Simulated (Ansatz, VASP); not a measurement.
Two plane-wave programs on KF

INCAR

```
SYSTEM = KF
ALGO = Normal
EDIFF = 1E-7
ENCUT = 520
ISIF = 2
ISMEAR = 0
LASPH = .TRUE.
LCHARG = .TRUE.
LELF = .TRUE.
LREAL = .FALSE.
LVHAR = .TRUE.
LWAVE = .FALSE.
NBANDS = 15
NELM = 100
PREC = Accurate
SIGMA = 0.05
```

File KPOINTS:

```
k-points
0
G
  8 8 8
  0 0 0
```

File POSCAR:

```
KF
1.0
   -0.1396539062      2.5808767335      2.5808767335
    2.5808767335     -0.1396539062      2.5808767335
    2.5808767335      2.5808767335     -0.1396539062
K F
1 1
Direct
    0.0000000000      0.0000000000      0.0000000000
    0.5000000000      0.5000000000      0.5000000000
```

Input for Ansatz:

```yaml
crystal:
  lattice:
    - [-0.1396539062, 2.5808767335, 2.5808767335]
    - [2.5808767335, -0.1396539062, 2.5808767335]
    - [2.5808767335, 2.5808767335, -0.1396539062]
  atoms:
    - { symbol: K, position: [0.0, 0.0, 0.0] }
    - { symbol: F, position: [0.5, 0.5, 0.5] }
basis:
  ecutwfc: 520.0
kpoints:
  mp_grid: { grid: [8, 8, 8] }
hamiltonian:
  xc: lda
scf:
  occupations: { method: gaussian, width: 0.05 }
output:
  forces: true
  stress: true
  eigenvalues: true
```

Alike in both runs: task single point; functional LDA; k mesh 8 × 8 × 8; occupations gaussian, width 0.05 eV; no spin polarisation.

```csv
,VASP,Ansatz
version,VASP 6.6.1,Ansatz 0.2.0
potentials or method,"VASP PAW LDA potentials, release 64 (K_sv, F), cutoff 520 eV","scalar-relativistic, plane waves, PAW"
valence electrons in the cell,16,16
```

VASP gave:

| Quantity | Value |
| --- | --- |
| gap on the k mesh at the Fermi level (eV) | 5.85 |
| least direct gap on the mesh (eV) | 5.85 |
| pressure (GPa) | -2.8 |
| traceless stress, the component that is largest in VASP (GPa) | 0.67 |

Task: Estimate Ansatz's values.

Result: gap on the k mesh at the Fermi level (eV): 5.87; least direct gap on the mesh (eV): 5.87; pressure (GPa): -2.9; traceless stress, the component that is largest in VASP (GPa): 0.68.

LDA's correlation is that of Perdew and Zunger in VASP and of Perdew and Wang (1992) in Ansatz.
